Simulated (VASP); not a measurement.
Wanted: the native input for a VASP 6.6.1 run.

```
Task                   : single point
Functional             : PBEsol
Potentials or basis    : VASP PAW PBE potentials, release 64 (Sn_d)
Cutoff                 : 520 eV
k mesh                 : 9 × 9 × 9
Occupations            : fermi-dirac, width 0.05 eV
Spin                   : no spin polarisation
Dipole correction      : no
Further INCAR settings : ALGO = Normal; EDIFF = 1e-07; NBANDS = 21
```

The structure of Sn lies in POSCAR:

```
Sn
1.0
   -2.9186888792      2.9186888792      1.5784474962
    2.9186888792     -2.9186888792      1.5784474962
    2.9186888792      2.9186888792     -1.5784474962
Sn
2
Direct
    0.0000000000      0.0000000000      0.0000000000
    0.7500000000      0.2500000000      0.5000000000
```

These files were run (other wordings do the same):

INCAR

```
PREC = Accurate ; ENCUT = 520
EDIFF = 1E-7 ; ISMEAR = -1
SIGMA = 0.05 ; LREAL = False
LASPH = True ; NELM = 80
ALGO = Normal ; ISIF = 2
LWAVE = False ; LCHARG = True
GGA = PS ; LELF = True
LVHAR = True ; NBANDS = 21
```

KPOINTS

```
Automatic mesh
0
Gamma
  9 9 9
```

Potentials or basis: VASP PAW PBE potentials, release 64 (Sn_d).

Launch:

```sh
$ cat potpaw_PBE.64/Sn_d/POTCAR > POTCAR
$ mpirun -np 1 vasp_std > vasp.out
```

It gave:

- Pressure: -0.1 GPa
- Band gap on the k mesh: zero (band 14 reaches 9.15 eV, above the bottom of band 15 at 5.09 eV)

Caveat: the PAW data sets were made with another functional, which shifts forces and pressure a little; spin-orbit coupling is left out, which moves the levels of the heavy elements.

Wall time 41 s on 1 thread of Intel(R) Xeon(R) 6975P-C (Granite Rapids), on a shared host, peak memory 0.24 GiB.
